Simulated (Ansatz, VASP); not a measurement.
One calculation of Cu, two programs

File INCAR:

```
PREC = Accurate
ENCUT = 600
EDIFF = 1E-6
ISMEAR = 0
SIGMA = 0.1
LREAL = F
LASPH = T
NELM = 100
ALGO = Fast
ISIF = 3
LWAVE = F
LCHARG = F
GGA = PE
IBRION = 2
NSW = 80
EDIFFG = -0.003
```

The input KPOINTS:

```
Automatic mesh
0
Gamma
  36 36 36
```

Contents of POSCAR:

```
Cu
1.0
    0.0000000000      1.8150000000      1.8150000000
    1.8150000000      0.0000000000      1.8150000000
    1.8150000000      1.8150000000      0.0000000000
Cu
1
Direct
    0.0000000000      0.0000000000      0.0000000000
```

Input for Ansatz:

```yaml
crystal:
  lattice:
    - [0.0, 1.815, 1.815]
    - [1.815, 0.0, 1.815]
    - [1.815, 1.815, 0.0]
  atoms:
    - { symbol: Cu, position: [0.0, 0.0, 0.0] }
scf:
  occupations: { method: gaussian, width: 0.1 }
output:
  forces: true
  stress: true
  eigenvalues: true
  write_density: true
  write_potential: true
  elf: true
  volumetric_format: npy
hamiltonian:
  xc: pbe
relax:
  f_tol: 0.003
  max_steps: 60
  cell: { stress_tol: 0.02 }
kpoints:
  mp_grid: { grid: [36, 36, 36] }
```

Alike in both runs: task relaxation of cell and atoms; functional PBE; k mesh 36 × 36 × 36; occupations gaussian, width 0.1 eV; no spin polarisation.

|  | VASP | Ansatz |
| --- | --- | --- |
| version | VASP 6.6.1 | Ansatz 0.2.0 |
| potentials or method | VASP PAW PBE potentials, release 64 (Cu) | scalar-relativistic, plane waves, PAW |
| plane-wave cutoff (eV) | 600 | 420 |
| valence electrons in the cell | 11 | 19 |

```tsv
	VASP	Ansatz	Ansatz less VASP
gap on the k mesh at the Fermi level, each at its own relaxed structure (eV)	none	none	-
relaxed volume (Å³/atom)	12.01	11.95	-0.057
relaxed cell length with the largest relative difference (Å)	2.570	2.566	-0.0041
```

A gap of «none» marks a metal or a gap that the smearing closes. VASP's potentials hold 11 valence electrons a cell and Ansatz's 19, so a difference there can come from the potentials and not from the codes.
